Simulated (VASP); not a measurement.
A run of VASP 6.6.1 is set up as follows.

File INCAR:

```
ALGO = Fast
EDIFF = 1E-6
ENCUT = 520
GGA = PS
ISIF = 2
ISMEAR = 0
LASPH = True
LCHARG = False
LREAL = False
LWAVE = False
NBANDS = 13
NELM = 60
PREC = Accurate
SIGMA = 0.15
```

The input KPOINTS:

```
k-points
0
Gamma
  20 20 20
```

Contents of POSCAR:

```
W
1.0
   -1.5473843750      1.5973000000      1.5473843750
    1.6472156250     -1.5973000000      1.6472156250
    1.5473843750      1.5973000000     -1.5473843750
W
1
Direct
    0.0000000000      0.0000000000      0.0000000000
```

Potentials or basis: VASP PAW PBE potentials, release 64 (W_sv).

Command:

```sh
$ cat potpaw_PBE.64/W_sv/POTCAR > POTCAR
$ mpirun -np 1 vasp_std > vasp.out
```

Question: Predict the pressure.

Answer: -10.0 GPa.

Question: Estimate the band gap on the k mesh.

Answer: Zero (band 7 reaches 15.23 eV, above the bottom of band 8 at 9.90 eV).

Stress tensor (GPa, compression positive):
```
-10.17   0.00  -8.62
  0.00  -9.73   0.00
 -8.62   0.00 -10.17
```

Caveat: the cell differs from its parent crystal (strain +0.0625 x Voigt [0, 0, 0, 0, 1, 0]); the PAW data sets were made with another functional, which shifts forces and pressure a little; spin-orbit coupling is left out, which moves the levels of the heavy elements.
